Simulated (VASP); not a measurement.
# B3O2 (Cm) in VASP: a series of runs

Runs on B3O2. Level: PBE. Tasks: single point, relaxation of cell and atoms.

Program: VASP 6.6.1. These are calculated values, not measurements. Logs are shortened: lines on timing, memory, paths and dates and some standing lists are left out, and cuts for length are marked.

## (1) The cell of the first run

It takes space group Cm (No. 8, monoclinic). Conventional cell: a = 5.865 Å, b = 4.533 Å, c = 4.483 Å, α = 90.00°, β = 124.78°, γ = 90.00°. B (site symmetry 1) has 1 O at 1.35 Å and 1 B at 1.79 Å within 1.8 Å. Within 1.9 Å of B (site symmetry m) lie 2 O at 1.42 Å. O (site symmetry 1) has 2 B at 1.35 to 1.42 Å within 1.8 Å.

## (2) Single point, PBE

Contents of INCAR:

```
SYSTEM = B3O2
ALGO = Normal
EDIFF = 1E-6
ENCUT = 520
GGA = PE
ISIF = 2
ISMEAR = 0
LASPH = .True.
LCHARG = .False.
LREAL = .False.
LWAVE = .False.
NBANDS = 18
NELM = 60
PREC = Accurate
SIGMA = 0.1
```

Contents of KPOINTS:

```
k-points
0
Gamma
  6 6 4
  0 0 0
```

Contents of POSCAR:

```
B3O2
1.0
    2.9255282481     -2.2662892013     -0.1987217926
    2.9255282481      2.2662892013     -0.1987217926
   -2.3018044487      0.0000000000      3.8465569980
B O
3 2
Direct
    0.5272828200      0.1320829176      0.0731912571
    0.1320829176      0.5272828200      0.0731912571
    0.6172611134      0.6172611134      0.6685233755
    0.7502424812      0.2534652701      0.4336693391
    0.2534652701      0.7502424812      0.4336693391
```

Potentials or basis: VASP PAW PBE potentials, release 64 (B, O).

The run is started by

```sh
cat potpaw_PBE.64/B/POTCAR potpaw_PBE.64/O/POTCAR > POTCAR
mpirun -np 1 vasp_std > vasp.out
```

OUTCAR:

```text
SYSTEM = B3O2
   EDIFF = 1E-6
   ENCUT = 520
   GGA = PE
   ISIF = 2
   ISMEAR = 0
   LASPH = .True.
   LREAL = .False.
   NELM = 60
   PREC = Accurate

 ion  position               nearest neighbor table
   1  0.527  0.132  0.073-   4 1.35   2 1.79   3 2.04
   2  0.132  0.527  0.073-   5 1.35   1 1.79   3 2.04
   3  0.617  0.617  0.669-   4 1.42   5 1.42   2 2.04   1 2.04
   4  0.750  0.253  0.434-   1 1.35   3 1.42
   5  0.253  0.750  0.434-   2 1.35   3 1.42

  LATTYP: Found a base centered monoclinic cell.
 ALAT       =     5.8645394981
 B/A-ratio  =     0.7728788260
 C/A-ratio  =     0.7643681343
 COS(beta)  =    -0.5704630728

  Lattice vectors:

 A1 = (   2.9255282481,  -2.2662892013,  -0.1987217926)
 A2 = (   2.9255282481,   2.2662892013,  -0.1987217926)
 A3 = (  -2.3018044487,   0.0000000000,   3.8465569980)

Analysis of symmetry for initial positions (statically):
=====================================================================
 Subroutine PRICEL returns:
 Original cell was already a primitive cell.

 Routine SETGRP: Setting up the symmetry group for a
 base centered monoclinic supercell.

 Subroutine GETGRP returns: Found  2 space group operations
 (whereof  2 operations were pure point group operations)
 out of a pool of  4 trial point group operations.

The static configuration has the point symmetry C_1h.

Analysis of symmetry for dynamics (positions and initial velocities):
=====================================================================
 Subroutine PRICEL returns:
 Original cell was already a primitive cell.

 Routine SETGRP: Setting up the symmetry group for a
 base centered monoclinic supercell.

 Subroutine GETGRP returns: Found  2 space group operations
 (whereof  2 operations were pure point group operations)
 out of a pool of  4 trial point group operations.

The dynamic configuration has the point symmetry C_1h.

 Subroutine INISYM returns: Found  2 space group operations
 (whereof  2 operations are pure point group operations),
 and found     1 'primitive' translations

----------------------------------------------------------------------------------------

                                     Primitive cell

  volume of cell :      48.9328

  direct lattice vectors                    reciprocal lattice vectors
[... 88 lines left out ...]
   LNONCOLLINEAR =      F non collinear calculations
   LSORBIT =      F    spin-orbit coupling
   LASPH  =      T    aspherical Exc in radial PAW
   ENCUT  =  520.0 eV  38.22 Ry    6.18 a.u.   6.89  6.89  8.33*2*pi/ulx,y,z
   NELM   =     60;   NELMIN=  2; NELMDL= -5     # of ELM steps
   EDIFF  = 0.1E-05   stopping-criterion for ELM
   LREAL  =      F    real-space projection
   EDIFFG = 0.1E-04   stopping-criterion for IOM
   NSW    =      0    number of steps for IOM
   IBRION =     -1    ionic relax: 0-MD 1-quasi-New 2-CG
   NFREE  =      0    steps in history (QN), initial steepest desc. (CG)
   ISIF   =      2    stress and relaxation
   ISYM   =      2    0-nonsym 1-usesym 2-fastsym
   POTIM  = 0.5000    time-step for ionic-motion
   TEBEG  =    0.0;   TEEND  =   0.0 temperature during run
   PSTRESS=    0.0 pullay stress
   NELECT =      21.0000    total number of electrons
   NUPDOWN=      -1.0000    fix difference up-down
   EMIN   =  10.00;   EMAX   =-10.00  energy-range for DOS
   EFERMI =   0.00;   METHOD = LEGACY
   ISMEAR =     0;   SIGMA  =   0.10  broadening in eV -4-tet -1-fermi 0-gaus
   EFERMI_NEDOS =   21; number of points for ismear=-14 and -15
   IALGO  =     38    algorithm
   IMIX   =      4    mixing-type and parameters
     AMIX     =   0.40;   BMIX     =  1.00
     AMIX_MAG =   1.60;   BMIX_MAG =  1.00
  volume/ion in A,a.u.               =       9.79        66.04
  Fermi-wavevector in a.u.,A,eV,Ry     =   1.234851  2.333530 20.746947  1.524858
  Thomas-Fermi vector in A             =   2.369525
   LORBIT       =      0    0 simple, 1 ext, 2 COOP (PROOUT), +10 PAW based schemes
   GGA     = PE    functional components
   LHFCALC =     F    Hartree Fock is set to
   AEXX    =    0.0000 exact exchange contribution
   IVDW    =     0    specifies the selected vdW correction
   LEPSILON=     F    determine dielectric tensor
   LRPA    =     F    only Hartree local field effects (RPA)
 non-spin polarized calculation
 Gauss-broadening in eV      SIGMA  =   0.10
  energy-cutoff  :      520.00
  volume of cell :       48.93
 maximum number of plane-waves:      1342
   NGX = 13   NGY = 13   NGZ = 17

 number of electron      21.0000004 magnetization

 Free energy of the ion-electron system (eV)
  ---------------------------------------------------
  ext. energy  EPLUGINS =         0.00000000
  ---------------------------------------------------
  free energy    TOTEN  =       -32.31689614 eV

  energy without entropy =      -32.31392667  energy(sigma->0) =      -32.31541141

 E-fermi :   3.6493     XC(G=0): -10.1310

 val. band max:        3.5787009288   @ k =   0.1667   0.1667   0.5000
 cond. band min:       3.6554470633   @ k =  -0.0000  -0.0000   0.5000
 fundamental gap:      0.0767461345
 Fermi energy:         3.6492806805

 k-point     1 :       0.0000    0.0000    0.0000
  band No.  band energies     occupation
      1     -19.4802      2.00000
      2     -17.1121      2.00000
      3      -6.9856      2.00000
      4      -5.8034      2.00000
      5      -5.1744      2.00000
      6      -3.9930      2.00000
[... 481 lines left out ...]
      5      -4.2407      2.00000
      6      -2.7886      2.00000
[... 10 lines left out ...]
     17      12.5093      0.00000
     18      14.5982      0.00000

 [... further k-points ...]
[... 5 lines left out ...]
  --------------------------------------------------------------------------------------
  -------------------------------------------------------------------------------------
  Total        0.0256757      0.0146506      0.3119367      0.0000000      0.0000000      0.0019833
  in kB        0.8406852      0.4796955     10.2135611      0.0000000      0.0000000      0.0649382
  external PRESSURE =       3.8446472 kB  Pullay stress =       0.0000000 kB

 VOLUME and BASIS-vectors are now :
 -----------------------------------------------------------------------------
  energy-cutoff  :      520.00
  volume of cell :       48.93
      direct lattice vectors                 reciprocal lattice vectors
     2.925528248 -2.266289201 -0.198721793     0.178150748 -0.220624976  0.106606553
     2.925528248  2.266289201 -0.198721793     0.178150748  0.220624976  0.106606553
    -2.301804449  0.000000000  3.846556998     0.018407337  0.000000000  0.270987819

 POSITION                                       TOTAL-FORCE (eV/Angst)
 -----------------------------------------------------------------------------------
      1.76052     -0.89564      0.15050        -0.015087     -0.019442     -0.109252
      1.76052      0.89564      0.15050        -0.015087      0.019442     -0.109252
      2.07282      0.00000      2.32619         0.022046      0.000000      0.156799
      1.93815     -1.12584      1.46868         0.004064     -0.026116      0.030852
      1.93815      1.12584      1.46868         0.004064      0.026116      0.030852
 -----------------------------------------------------------------------------------
    total drift:                               -0.000258      0.000000     -0.000139

  FREE ENERGIE OF THE ION-ELECTRON SYSTEM (eV)
  ---------------------------------------------------
  free  energy   TOTEN  =       -32.3168961425 eV

  energy  without entropy=      -32.3139266684  energy(sigma->0) =      -32.31541141
```

Run time: 38 s. Hardware: 1 thread of Intel Xeon Platinum 8259CL at 2.50GHz (Skylake/Cascade Lake), shared host; peak memory 0.18 GiB.

What came out:

```
Free energy   : -32.3169 eV
Pressure      : 0.4 GPa
Largest force : 0.158 eV/Å
```

Forces on the atoms (eV/Å):
```
B   -0.015 -0.019 -0.109
B   -0.015  0.019 -0.109
B    0.022  0.000  0.157
O    0.004 -0.026  0.031
O    0.004  0.026  0.031
```

Levels at points of the mesh, in eV from the Fermi level:
```
           k point  band 8  band 9  band 10  band 11  band 12  band 13
(0.00, 0.00, 0.00)   -5.13   -2.89    -2.63     1.72     2.46     2.80
(0.50, 0.00, 0.00)   -5.38   -4.69    -3.25     0.38     1.51     2.53
(0.50, 0.50, 0.00)   -3.59   -3.30    -2.74    -2.32    -1.45     4.91
(0.00, 0.00, 0.50)   -4.22   -2.68    -2.07     0.01     1.63     3.09
(0.50, 0.00, 0.50)   -5.40   -4.67    -3.30     1.09     1.67     2.60
(0.50, 0.50, 0.50)   -3.89   -3.69    -2.58     0.15     0.40     3.20
```

Caveat: the k points lie up to 0.43 Å⁻¹ apart; an odd number of electrons without spin polarisation forces a metal; a magnetic or distorted state may lie lower.

## (3) Relaxation of cell and atoms, PBE

Contents of INCAR:

```
  PREC = Accurate
  ENCUT = 600
  EDIFF = 1E-6
  ISMEAR = 0
  SIGMA = 0.1
  LREAL = F
  LASPH = T
  NELM = 60
  ALGO = Normal
  ISIF = 3
  LWAVE = F
  LCHARG = F
  GGA = PE
  IBRION = 2
  NSW = 90
  EDIFFG = -0.04
```

Contents of KPOINTS:

```
Automatic mesh
0
Gamma
  6 6 6
```

Changes to POSCAR since step 2:

```diff
@@ -2,5 +2,5 @@
 1.0
-    2.9255282481     -2.2662892013     -0.1987217926
-    2.9255282481      2.2662892013     -0.1987217926
-   -2.3018044487      0.0000000000      3.8465569980
+    2.9322697490     -2.2662892013      0.0000000000
+    2.9322697490      2.2662892013      0.0000000000
+   -2.5571960563      0.0000000000      3.6817187275
 B O
```

Potentials or basis: VASP PAW PBE potentials, release 64 (B, O).

The run is started by

```sh
cat potpaw_PBE.64/B/POTCAR potpaw_PBE.64/O/POTCAR > POTCAR
mpirun -np 1 vasp_std > vasp.out
```

Wall time 1.8 min (1 thread of Intel Xeon Platinum 8559C (Emerald Rapids), shared host); peak memory 0.21 GiB.

It converged, with:

| Quantity | Value |
| --- | --- |
| Free energy | -32.3056 eV |
| Relaxed volume | 9.71 Å³/atom |
| Relaxed cell | a = 3.688 Å, b = 3.688 Å, c = 4.513 Å, α = 117.09°, β = 117.09°, γ = 75.36° |
| Space group after relaxing (to 0.05 Å) | Cm (No. 8) |
| Energy gained by relaxing | 0.5 meV/atom |
| Ionic steps | 8 |
| Pressure after relaxing | 0.1 GPa |
| Largest force after relaxing | 0.040 eV/Å |

Forces on the atoms (eV/Å):
```
B   -0.012  0.036  0.011
B   -0.012 -0.036  0.011
B    0.022  0.000  0.009
O    0.001  0.037 -0.015
O    0.001 -0.037 -0.015
```

Stress tensor (GPa, compression positive):
```
-0.20  0.00 -0.32
 0.00  0.26  0.00
-0.32  0.00  0.10
```

Step by step:
```
step  energy change (eV)  largest force (eV/Å)  pressure (GPa)  volume (Å³)
   1              0.0000                0.0796           -0.12        48.93
   2              0.0007                0.2634           -0.91        48.88
   3             -0.0006                0.0787           -0.45        48.91
   4             -0.0015                0.0887            0.19        48.71
   5             -0.0015                0.0878            0.18        48.72
   6             -0.0021                0.0699            0.01        48.64
   7             -0.0021                0.0723           -0.02        48.63
   8             -0.0027                0.0399            0.05        48.57
```

Final structure:
```
B O
1.0
     2.91875   -2.25429   -0.02046
     2.91875    2.25429   -0.02046
    -2.57111    0.00000    3.70921
B O
3 2
Cartesian
  1.7369 -0.8987 0.2582
  1.7369 0.8987 0.2582
  1.8832 0.0000 2.4526
  1.8145 -1.1234 1.5887
  1.8145 1.1234 1.5887
```

Levels at points of the mesh, in eV from the Fermi level:
```tsv
k point	band 7	band 8	band 9	band 10	band 11	band 12	band 13	band 14
(0.00, 0.00, 0.00)	-5.63	-5.04	-2.81	-2.46	1.80	2.51	2.94	4.03
(0.50, 0.00, 0.00)	-5.54	-5.30	-4.64	-3.17	0.50	1.64	2.61	5.99
(0.50, 0.50, 0.00)	-3.67	-3.60	-3.26	-2.58	-2.24	-1.37	5.01	5.98
(0.00, 0.00, 0.50)	-5.37	-4.22	-2.51	-1.99	0.11	1.73	3.25	4.01
(0.50, 0.00, 0.50)	-5.47	-5.33	-4.65	-3.23	1.14	1.78	2.68	5.80
(0.50, 0.50, 0.50)	-6.09	-3.83	-3.55	-2.41	0.16	0.46	3.25	6.89
```

Caveat: an odd number of electrons without spin polarisation forces a metal; a magnetic or distorted state may lie lower.
